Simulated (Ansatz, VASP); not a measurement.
**One calculation of SnO2, two programs**

POSCAR

```
SnO2
1.0
    0.0000000000      0.0000000000     -3.2007107590
   -4.7598182097      0.0000000000      0.0000000000
    0.0000000000      9.2201150501      0.0000000000
Sn O
4 8
Direct
    0.5000000000      0.5000000000      0.2080563173
    0.5000000000      0.5000000000      0.7243250948
    1.0000000000      0.0000000000      0.4661907061
    1.0000000000      0.0000000000      0.9824594835
    0.0000000000      0.6941376349      0.1078786040
    0.0000000000      0.6941376349      0.6241473814
    0.5000000000      0.1941376349      0.0500996420
    0.5000000000      0.1941376349      0.5663684194
    0.5000000000      0.8058623651      0.3660129927
    0.5000000000      0.8058623651      0.8822817702
    1.0000000000      0.3058623651      0.3082340307
    1.0000000000      0.3058623651      0.8245028082
```

The input INCAR.step1:

```
ALGO     = Normal         # electronic algorithm
EDIFF    = 1E-4           # SCF threshold, eV
ENCUT    = 520            # plane-wave cutoff, eV
GGA      = PE             # functional
ISMEAR   = 0              # smearing method
LASPH    = T              # aspherical terms in the spheres
LCHARG   = F              # write CHGCAR
LREAL    = F              # projectors in reciprocal space
LWAVE    = T              # write WAVECAR
NBANDS   = 64             # bands
NELM     = 100            # most SCF steps
PREC     = Accurate       # precision mode
SIGMA    = 0.05           # smearing width, eV
```

INCAR.step2

```
ALGO     = Normal         # electronic algorithm
EDIFF    = 1E-6           # SCF threshold, eV
ENCUT    = 520            # plane-wave cutoff, eV
ISIF     = 2              # what is computed and relaxed
ISMEAR   = 0              # smearing method
ISTART   = 1            
LASPH    = T              # aspherical terms in the spheres
LCHARG   = F              # write CHGCAR
LMIXTAU  = T            
LREAL    = F              # projectors in reciprocal space
LWAVE    = F              # write WAVECAR
METAGGA  = R2SCAN         # meta-GGA
NBANDS   = 64             # bands
NELM     = 100            # most SCF steps
PREC     = Accurate       # precision mode
SIGMA    = 0.05           # smearing width, eV
```

File KPOINTS:

```
k-points
0
Gamma
  8 6 3
```

Input for Ansatz:

```yaml
crystal:
  lattice:
    - [0.0, 0.0, -3.200710759]
    - [-4.7598182097, 0.0, 0.0]
    - [0.0, 9.2201150501, 0.0]
  atoms:
    - { symbol: Sn, position: [0.5, 0.5, 0.2080563173] }
    - { symbol: Sn, position: [0.5, 0.5, 0.7243250948] }
    - { symbol: Sn, position: [1.0, 0.0, 0.4661907061] }
    - { symbol: Sn, position: [1.0, 0.0, 0.9824594835] }
    - { symbol: O, position: [0.0, 0.6941376349, 0.107878604] }
    - { symbol: O, position: [0.0, 0.6941376349, 0.6241473814] }
    - { symbol: O, position: [0.5, 0.1941376349, 0.050099642] }
    - { symbol: O, position: [0.5, 0.1941376349, 0.5663684194] }
    - { symbol: O, position: [0.5, 0.8058623651, 0.3660129927] }
    - { symbol: O, position: [0.5, 0.8058623651, 0.8822817702] }
    - { symbol: O, position: [1.0, 0.3058623651, 0.3082340307] }
    - { symbol: O, position: [1.0, 0.3058623651, 0.8245028082] }
basis:
  ecutwfc: 500
kpoints:
  mp_grid: { grid: [8, 6, 3] }
hamiltonian:
  xc: r2scan
scf:
  occupations: { method: gaussian, width: 0.05 }
output:
  forces: true
  stress: true
  eigenvalues: true
```

Alike in both runs: task single point; functional r2SCAN; k mesh 8 × 6 × 3; occupations gaussian, width 0.05 eV; no spin polarisation.

```csv
,VASP,Ansatz
version,VASP 6.6.1,Ansatz 0.2.0
potentials or method,"VASP PAW PBE potentials, release 64 (Sn_d, O), cutoff 520 eV","scalar-relativistic, plane waves, PAW"
valence electrons in the cell,104,104
```

VASP gave:

- gap on the k mesh at the Fermi level (eV): 1.75
- least direct gap on the mesh (eV): 1.75
- pressure (GPa): 9.9
- traceless stress, the component that is largest in VASP (GPa): 2.43
- rms of the force components (eV/Å): 1.379

What did Ansatz give for the same quantities?

gap on the k mesh at the Fermi level (eV): 1.73; least direct gap on the mesh (eV): 1.73; pressure (GPa): 8.6; traceless stress, the component that is largest in VASP (GPa): 2.40; rms of the force components (eV/Å): 1.358.

VASP's potentials were made for PBE, not for r2SCAN. Atom by atom the forces differ by 0.025 eV/Å (rms over components). The functional is the same, so the differences come from potentials, cutoffs and numerics.
